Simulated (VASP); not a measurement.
# Mg3Sb2 (P-3m1) in VASP: further runs

The runs below take Mg3Sb2 through relaxation of shape and atoms at fixed volume, with r2SCAN.

Program: VASP 6.6.1. These are calculated values, not measurements. Logs are shortened: lines on timing, memory, paths and dates and some standing lists are left out, and cuts for length are marked.

## 1. The cell of the first run

The structure is trigonal, space group P-3m1 (No. 164). The conventional cell has a = 4.523 Å, b = 4.523 Å, c = 7.167 Å, α = 90.00°, β = 90.00°, γ = 120.00°. Mg (site symmetry 3m) has 4 Sb at 2.79 to 2.90 Å and 6 Mg at 3.24 to 3.70 Å within 3.8 Å. Mg (site symmetry -3m) has 6 Sb at 3.08 Å and 6 Mg at 3.70 Å within 4.1 Å. Sb (site symmetry 3m) has 7 Mg at 2.79 to 3.08 Å within 3.7 Å.

## 2. Relaxation of shape and atoms at fixed volume, r2SCAN (25.40 Å³/atom)

Input file POSCAR:

```
Mg3Sb2
1.0
    4.5230019310      0.0000000000      0.0000000000
   -2.2615009655      3.9170345736      0.0000000000
    0.0000000000      0.0000000000      7.1672752556
Mg Sb
3 2
Direct
    0.3333333333      0.6666666667      0.6336636214
    0.6666666667      0.3333333333      0.3663363786
    0.0000000000      0.0000000000      0.0000000000
    0.3333333333      0.6666666667      0.2287383462
    0.6666666667      0.3333333333      0.7712616538
```

Input file INCAR.step1:

```
PREC = Accurate
ENCUT = 660
ISMEAR = 0
SIGMA = 0.02
LREAL = False
LASPH = True
NELM = 120
GGA = PE
ALGO = Normal
EDIFF = 1E-5
LWAVE = True
LCHARG = False
GGA_COMPAT = False
IBRION = 2
ISIF = 3
EDIFFG = -0.005
NELMIN = 4
NSW = 100
```

Input file INCAR.step2:

```
PREC = Accurate
ENCUT = 660
EDIFF = 1E-7
ISMEAR = 0
SIGMA = 0.02
LREAL = False
LASPH = True
NELM = 120
ALGO = Normal
ISIF = 4
LWAVE = False
LCHARG = False
METAGGA = R2SCAN
LMIXTAU = True
IBRION = 2
NSW = 50
EDIFFG = -0.01
ISTART = 1
GGA_COMPAT = False
NELMIN = 4
```

Input file KPOINTS:

```
Automatic mesh
0
Gamma
  6 6 4
```

Potentials or basis: VASP PAW PBE potentials, release 64 (Mg, Sb).

On the command line:

```sh
> cat potpaw_PBE.64/Mg/POTCAR potpaw_PBE.64/Sb/POTCAR > POTCAR
> cp INCAR.step1 INCAR
> mpirun -np 1 vasp_std > vasp.out
> cp INCAR.step2 INCAR
> mpirun -np 1 vasp_std > vasp.out
```

OUTCAR:

```text
PREC = Accurate
   ENCUT = 660
   EDIFF = 1E-7
   ISMEAR = 0
   LREAL = False
   LASPH = True
   NELM = 120
   ISIF = 4
   METAGGA = R2SCAN
   IBRION = 2
   NSW = 50
   EDIFFG = -0.01
   ISTART = 1
   NELMIN = 4

 ion  position               nearest neighbor table
   1  0.333  0.667  0.634-   5 2.79   5 2.79   5 2.79   4 2.90   2 3.24   2 3.24   2 3.24
   2  0.667  0.333  0.366-   4 2.79   4 2.79   4 2.79   5 2.90   1 3.24   1 3.24   1 3.24
   3  0.000  0.000  0.000-   4 3.08   5 3.08   4 3.08   5 3.08   5 3.08   4 3.08
   4  0.333  0.667  0.229-   2 2.79   2 2.79   2 2.79   1 2.90   3 3.08   3 3.08   3 3.08
   5  0.667  0.333  0.771-   1 2.79   1 2.79   1 2.79   2 2.90   3 3.08   3 3.08   3 3.08

  LATTYP: Found a hexagonal cell.
 ALAT       =     4.5230019310
 C/A-ratio  =     1.5846279451

  Lattice vectors:

 A1 = (   4.5230019310,   0.0000000000,   0.0000000000)
 A2 = (  -2.2615009655,   3.9170345736,   0.0000000000)
 A3 = (   0.0000000000,   0.0000000000,   7.1672752556)

Analysis of symmetry for initial positions (statically):
=====================================================================
 Subroutine PRICEL returns:
 Original cell was already a primitive cell.

 Routine SETGRP: Setting up the symmetry group for a
 hexagonal supercell.

 Subroutine GETGRP returns: Found 12 space group operations
 (whereof 12 operations were pure point group operations)
 out of a pool of 24 trial point group operations.

The static configuration has the point symmetry D_3d.

Analysis of symmetry for dynamics (positions and initial velocities):
=====================================================================
 Subroutine PRICEL returns:
 Original cell was already a primitive cell.

 Routine SETGRP: Setting up the symmetry group for a
 hexagonal supercell.

 Subroutine GETGRP returns: Found 12 space group operations
 (whereof 12 operations were pure point group operations)
 out of a pool of 24 trial point group operations.

The dynamic configuration has the point symmetry D_3d.

 Subroutine INISYM returns: Found 12 space group operations
 (whereof 12 operations are pure point group operations),
 and found     1 'primitive' translations

----------------------------------------------------------------------------------------

                                     Primitive cell

  volume of cell :     126.9809

  direct lattice vectors                    reciprocal lattice vectors
     4.523001931  0.000000000  0.000000000     0.221092101  0.127647584  0.000000000
    -2.261500965  3.917034574  0.000000000     0.000000000  0.255295168  0.000000000
     0.000000000  0.000000000  7.167275256     0.000000000  0.000000000  0.139523036

  length of vectors
     4.523001931  4.523001931  7.167275256     0.255295168  0.255295168  0.139523036

  position of ions in fractional coordinates (direct lattice)
     0.333333333  0.666666667  0.633663621
     0.666666667  0.333333333  0.366336379
     0.000000000  0.000000000  0.000000000
     0.333333333  0.666666667  0.228738346
     0.666666667  0.333333333  0.771261654

  ion indices of the primitive-cell ions
   primitive index   ion index
                 1           1
                 2           2
                 3           3
                 4           4
                 5           5

----------------------------------------------------------------------------------------

 KPOINTS: Automatic mesh

Automatic generation of k-mesh.
 Grid dimensions read from file:
 generate k-points for:    6    6    4

 Generating k-lattice:

  Cartesian coordinates                     Fractional coordinates (reciprocal lattice)
     0.036848684  0.021274597  0.000000000     0.166666667  0.000000000  0.000000000
     0.000000000  0.042549195  0.000000000     0.000000000  0.166666667  0.000000000
     0.000000000  0.000000000  0.034880759     0.000000000  0.000000000  0.250000000

  Length of vectors
     0.042549195  0.042549195  0.034880759

  Shift w.r.t. Gamma in fractional coordinates (k-lattice)
     0.000000000  0.000000000  0.000000000

 Subroutine IBZKPT returns following result:
 ===========================================

 Found     24 irreducible k-points:

 Following reciprocal coordinates:
            Coordinates               Weight
  0.000000  0.000000  0.000000      1.000000
  0.166667 -0.000000  0.000000      6.000000
  0.333333 -0.000000  0.000000      6.000000
  0.500000 -0.000000  0.000000      3.000000
  0.166667  0.166667  0.000000      6.000000
  0.333333  0.166667  0.000000     12.000000
[... 16 lines left out ...]
  0.333333  0.166667  0.500000     12.000000
  0.333333  0.333333  0.500000      2.000000
   k-points           NKPTS =     24   k-points in BZ     NKDIM =     24   number of bands    NBANDS=     12
   number of dos      NEDOS =    301   number of ions     NIONS =      5
   total plane-waves  NPLWV =  96000
   dimension x,y,z NGX =    40 NGY =   40 NGZ =   60
   dimension x,y,z NGXF=    80 NGYF=   80 NGZF=  120
   ions per type =               3   2
   NGX,Y,Z   is equivalent  to a cutoff of  14.70, 14.70, 13.92 a.u.
   NGXF,Y,Z  is equivalent  to a cutoff of  29.40, 29.40, 27.83 a.u.
 SYSTEM =  unknown system
   PREC   = accura    normal or accurate (medium, high low for compatibility)
   ISTART =      1    job   : 0-new  1-cont  2-samecut
   ICHARG =      0    charge: 1-file 2-atom 10-const
   ISPIN  =      1    spin polarized calculation?
   LNONCOLLINEAR =      F non collinear calculations
   LSORBIT =      F    spin-orbit coupling
   LASPH  =      T    aspherical Exc in radial PAW
   ENCUT  =  660.0 eV  48.51 Ry    6.96 a.u.   9.47  9.47 15.01*2*pi/ulx,y,z
   NELM   =    120;   NELMIN=  4; NELMDL=  0     # of ELM steps
   EDIFF  = 0.1E-06   stopping-criterion for ELM
   LREAL  =      F    real-space projection
   EDIFFG = -.1E-01   stopping-criterion for IOM
   NSW    =     50    number of steps for IOM
   IBRION =      2    ionic relax: 0-MD 1-quasi-New 2-CG
   NFREE  =      1    steps in history (QN), initial steepest desc. (CG)
   ISIF   =      4    stress and relaxation
   ISYM   =      2    0-nonsym 1-usesym 2-fastsym
   POTIM  = 0.5000    time-step for ionic-motion
   TEBEG  =    0.0;   TEEND  =   0.0 temperature during run
   PSTRESS=    0.0 pullay stress
   NELECT =      16.0000    total number of electrons
   NUPDOWN=      -1.0000    fix difference up-down
   EMIN   =  10.00;   EMAX   =-10.00  energy-range for DOS
   EFERMI =   0.00;   METHOD = LEGACY
   ISMEAR =     0;   SIGMA  =   0.02  broadening in eV -4-tet -1-fermi 0-gaus
   EFERMI_NEDOS =   21; number of points for ismear=-14 and -15
   IALGO  =     38    algorithm
   IMIX   =      4    mixing-type and parameters
     AMIX     =   0.40;   BMIX     =  1.00
     AMIX_MAG =   1.60;   BMIX_MAG =  1.00
  volume/ion in A,a.u.               =      25.40       171.38
  Fermi-wavevector in a.u.,A,eV,Ry     =   0.820733  1.550961  9.164928  0.673603
  Thomas-Fermi vector in A             =   1.931768
   LORBIT       =      0    0 simple, 1 ext, 2 COOP (PROOUT), +10 PAW based schemes
   METAGGA = R2SCAN    functional components
   LHFCALC =     F    Hartree Fock is set to
   AEXX    =    0.0000 exact exchange contribution
   IVDW    =     0    specifies the selected vdW correction
   LEPSILON=     F    determine dielectric tensor
   LRPA    =     F    only Hartree local field effects (RPA)
 conjugate gradient relaxation of ions
 non-spin polarized calculation
 Gauss-broadening in eV      SIGMA  =   0.02
  energy-cutoff  :      660.00
  volume of cell :      126.98
 maximum number of plane-waves:      4927
 NGX is ok and might be reduce to    40
   NGX = 19   NGY = 19   NGZ = 31

--------------------------------------- Ionic step        1  -------------------------------------------

 number of electron      16.0000000 magnetization

 Free energy of the ion-electron system (eV)
  ---------------------------------------------------
  ext. energy  EPLUGINS =         0.00000000
  ---------------------------------------------------
  free energy    TOTEN  =       -66.23427550 eV

  energy without entropy =      -66.23427550  energy(sigma->0) =      -66.23427550

------------------------ aborting loop because EDIFF is reached ----------------------------------------

  FORCE on cell =-STRESS in cart. coord.  units (eV):
  Direction    XX          YY          ZZ          XY          YZ          ZX
  --------------------------------------------------------------------------------------
  -------------------------------------------------------------------------------------
  Total        1.2832520      1.2832520      1.2082756      0.0000000      0.0000000     -0.0000000
  in kB       16.1913955     16.1913955     15.2453826      0.0000000      0.0000000     -0.0000000
  external PRESSURE =      15.8760578 kB  Pullay stress =       0.0000000 kB
[... 63 lines left out ...]
  energy  without entropy=      -66.2350425477  energy(sigma->0) =      -66.23504255

--------------------------------------- Ionic step        3  -------------------------------------------

 number of electron      16.0000000 magnetization

 Free energy of the ion-electron system (eV)
  ---------------------------------------------------
  ext. energy  EPLUGINS =         0.00000000
  ---------------------------------------------------
  free energy    TOTEN  =       -66.23563826 eV

  energy without entropy =      -66.23563826  energy(sigma->0) =      -66.23563826

 E-fermi :   4.7706     XC(G=0):  -9.2990

 val. band max:        4.6482753114   @ k =   0.0000   0.0000   0.0000
 cond. band min:       5.1630027697   @ k =   0.3333   0.3333   0.0000
 fundamental gap:      0.5147274583
 Fermi energy:         4.7705641313

 k-point     1 :       0.0000    0.0000    0.0000
  band No.  band energies     occupation
      1      -6.2430      2.00000
      2      -4.8481      2.00000
      3      -0.5658      2.00000
      4       3.4170      2.00000
      5       3.4170      2.00000
      6       4.1868      2.00000
      7       4.1868      2.00000
      8       4.6483      2.00000
      9       6.4315      0.00000
     10       6.5780      0.00000
     11       8.0411      0.00000
     12       8.0411      0.00000
[... 375 lines left out ...]
  FREE ENERGIE OF THE ION-ELECTRON SYSTEM (eV)
  ---------------------------------------------------
  free  energy   TOTEN  =       -66.2356382554 eV

  energy  without entropy=      -66.2356382554  energy(sigma->0) =      -66.23563826

 reached required accuracy - stopping structural energy minimisation
```

Run time: 11 min. Hardware: 1 thread of Oxide Virtual Turin-like, shared host; peak memory 0.33 GiB.

Results:

```
Free energy                  : -66.2356 eV
Energy gained by relaxing    : 0.3 meV/atom
Ionic steps                  : 3
Pressure after relaxing      : 1.5 GPa
Largest force after relaxing : 0.010 eV/Å
Band gap on the k mesh       : 0.51 eV (least direct gap 1.75 eV)
```

Forces in eV/Å, atoms in the order of the input:
```
Mg   0.000  0.000 -0.010
Mg   0.000  0.000  0.010
Mg   0.000  0.000  0.000
Sb   0.000  0.000  0.001
Sb   0.000  0.000 -0.001
```

The path:
```
step  energy change (eV)  largest force (eV/Å)  pressure (GPa)  volume (Å³)
   1              0.0000                0.0957            1.59       126.98
   2             -0.0008                0.0636            1.55       126.98
   3             -0.0014                0.0099            1.49       126.98
```

Final structure:
```
CELL_PARAMETERS angstrom
4.52626 0.00000 0.00000
-2.26313 3.91986 0.00000
0.00000 0.00000 7.15696
ATOMIC_POSITIONS crystal
Mg 0.33333 0.66667 0.63347
Mg 0.66667 0.33333 0.36653
Mg 0.00000 0.00000 0.00000
Sb 0.33333 0.66667 0.22681
Sb 0.66667 0.33333 0.77319
```

Caveat: semilocal functionals underestimate gaps, and a narrow one can read as zero; the PAW data sets were made with another functional, which shifts forces and pressure a little; spin-orbit coupling is left out, which moves the levels of the heavy elements. A k mesh can miss the band edges.

## 3. Relaxation of shape and atoms at fixed volume, r2SCAN (26.97 Å³/atom)

This run uses another cell than the first one, of 26.97 Å³/atom.

Edit POSCAR of step 2 so:

```diff
@@ -2,5 +2,5 @@
 1.0
-    4.5230019310      0.0000000000      0.0000000000
-   -2.2615009655      3.9170345736      0.0000000000
-    0.0000000000      0.0000000000      7.1672752556
+    4.6144003322      0.0000000000      0.0000000000
+   -2.3072001661      3.9961879110      0.0000000000
+    0.0000000000      0.0000000000      7.3121077163
 Mg Sb
```

Input file INCAR.step1:

```
SYSTEM = Mg3Sb2
  PREC = Accurate
  ENCUT = 660
  ISMEAR = 0
  SIGMA = 0.02
  LREAL = .FALSE.
  LASPH = .TRUE.
  NELM = 120
  GGA = PE
  ALGO = Normal
  EDIFF = 1E-5
  LWAVE = .TRUE.
  LCHARG = .FALSE.
  GGA_COMPAT = .FALSE.
  IBRION = 2
  ISIF = 3
  EDIFFG = -0.005
  NELMIN = 4
  NSW = 100
```

Input file INCAR.step2:

```
SYSTEM = Mg3Sb2
  PREC = Accurate
  ENCUT = 660
  EDIFF = 1E-7
  ISMEAR = 0
  SIGMA = 0.02
  LREAL = .FALSE.
  LASPH = .TRUE.
  NELM = 120
  ALGO = Normal
  ISIF = 4
  LWAVE = .FALSE.
  LCHARG = .FALSE.
  METAGGA = R2SCAN
  LMIXTAU = .TRUE.
  IBRION = 2
  NSW = 50
  EDIFFG = -0.01
  ISTART = 1
  GGA_COMPAT = .FALSE.
  NELMIN = 4
```

Input file KPOINTS:

```
regular mesh
0
G
  6 6 4
  0 0 0
```

Potentials or basis: VASP PAW PBE potentials, release 64 (Mg, Sb).

On the command line:

```sh
> cat potpaw_PBE.64/Mg/POTCAR potpaw_PBE.64/Sb/POTCAR > POTCAR
> cp INCAR.step1 INCAR
> mpirun -np 1 vasp_std > vasp.out
> cp INCAR.step2 INCAR
> mpirun -np 1 vasp_std > vasp.out
```

Run time: 17 min. Hardware: 1 thread of Oxide Virtual Turin-like, shared host; peak memory 0.34 GiB.

It converged, with:

```
Free energy                  : -66.2367 eV
Energy gained by relaxing    : 0.1 meV/atom
Ionic steps                  : 5
Pressure after relaxing      : -1.3 GPa
Largest force after relaxing : 0.006 eV/Å
Band gap on the k mesh       : 0.60 eV (least direct gap 1.64 eV)
```

Forces on the atoms (eV/Å):
```
Mg   0.000  0.000 -0.002
Mg   0.000  0.000  0.002
Mg   0.000  0.000  0.000
Sb   0.000  0.000  0.006
Sb   0.000  0.000 -0.006
```

Step by step:
| step | energy change (eV) | largest force (eV/Å) | pressure (GPa) | volume (Å³) |
| --- | --- | --- | --- | --- |
| 1 | 0.0000 | 0.0588 | -1.36 | 134.84 |
| 2 | -0.0003 | 0.0424 | -1.34 | 134.84 |
| 3 | -0.0006 | 0.0191 | -1.31 | 134.84 |
| 4 | -0.0004 | 0.0280 | -1.26 | 134.84 |
| 5 | -0.0007 | 0.0059 | -1.30 | 134.84 |

Final structure:
```
Mg Sb
1.0
     4.60937    0.00000    0.00000
    -2.30468    3.99183    0.00000
     0.00000    0.00000    7.32808
Mg Sb
3 2
Direct
  0.33333 0.66667 0.63366
  0.66667 0.33333 0.36634
  0.00000 0.00000 0.00000
  0.33333 0.66667 0.22998
  0.66667 0.33333 0.77002
```

Levels at points of the mesh, in eV from the valence-band top:
```csv
k point,band 5,band 6,band 7,band 8,band 9,band 10,band 11,band 12
"(0.00, 0.00, 0.00)",-1.09,-0.38,-0.38,0.00,1.64,1.75,3.43,3.43
"(0.50, 0.00, 0.00)",-3.20,-2.28,-2.12,-0.91,0.83,2.40,2.47,3.19
"(0.00, 0.00, 0.50)",-0.79,-0.79,-0.69,-0.69,2.28,2.39,3.09,3.09
"(0.50, 0.00, 0.50)",-1.80,-1.66,-1.64,-1.50,0.83,1.71,2.15,2.64
```

Caveat: semilocal functionals underestimate gaps, and a narrow one can read as zero; the PAW data sets were made with another functional, which shifts forces and pressure a little; spin-orbit coupling is left out, which moves the levels of the heavy elements.
